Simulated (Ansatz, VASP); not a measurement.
**Two plane-wave programs on Ga**

The input INCAR:

```
SYSTEM = Ga
PREC     = Accurate       ! precision mode
ENCUT    = 520            ! plane-wave cutoff, eV
EDIFF    = 1E-8           ! SCF threshold, eV
ISMEAR   = -1             ! smearing method
SIGMA    = 0.08           ! smearing width, eV
LREAL    = .FALSE.        ! projectors in reciprocal space
LASPH    = .TRUE.         ! aspherical terms in the spheres
NELM     = 80             ! most SCF steps
ALGO     = Normal         ! electronic algorithm
ISIF     = 2              ! what is computed and relaxed
LWAVE    = .FALSE.        ! write WAVECAR
LCHARG   = .FALSE.        ! write CHGCAR
LEFG     = .TRUE.       
NBANDS   = 20             ! bands
```

The input KPOINTS:

```
Automatic mesh
0
G
  12 12 10
  0 0 0
```

The input POSCAR:

```
Ga
1.0
    1.4500000000     -4.0650000000      0.0000000000
    1.4500000000      4.0650000000      0.0000000000
    0.0000000000      0.0000000000      3.2651000000
Ga
2
Direct
    0.8670000000      0.1330000000      0.2500000000
    0.1330000000      0.8670000000      0.7500000000
```

Input for Ansatz:

```yaml
crystal:
  lattice:
    - [1.45, -4.065, 0.0]
    - [1.45, 4.065, 0.0]
    - [0.0, 0.0, 3.2651]
  atoms:
    - { symbol: Ga, position: [0.867, 0.133, 0.25] }
    - { symbol: Ga, position: [0.133, 0.867, 0.75] }
kpoints:
  mp_grid: { grid: [12, 12, 10] }
scf:
  occupations: { method: fermi_dirac, width: 0.08 }
hamiltonian:
  xc: lda
  pseudopotentials: { kind: paw }
output:
  forces: true
  stress: true
  eigenvalues: true
  efg: { contact_densities: true }
```

Change from the starting cell: zz strain of +3 %, PAW files.

Alike in both runs: task electric field gradients; functional LDA; k mesh 12 × 12 × 10; occupations fermi-dirac, width 0.08 eV; no spin polarisation.

|  | VASP | Ansatz |
| --- | --- | --- |
| version | VASP 6.6.1 | Ansatz 0.2.0 |
| potentials or method | VASP PAW LDA potentials, release 64 (Ga_d) | PAW with Ansatz's default frozen-core files, scalar-relativistic |
| plane-wave cutoff (eV) | 520 | 420 |
| valence electrons in the cell | 26 | 26 |

```tsv
	VASP	Ansatz	Ansatz less VASP
pressure (GPa)	-5.1	-5.1	-0.07
traceless stress, the component that is largest in VASP (GPa)	-1.69	-1.69	+0.002
rms of the force components (eV/Å)	0.088	0.087	-0.0015
size of Vzz on the site where it differs most (V/Å²)	25.4	26.1	+0.72
```

LDA's correlation is that of Perdew and Zunger in VASP and of Perdew and Wang (1992) in Ansatz. Atom by atom the forces differ by 0.002 eV/Å (rms over components).
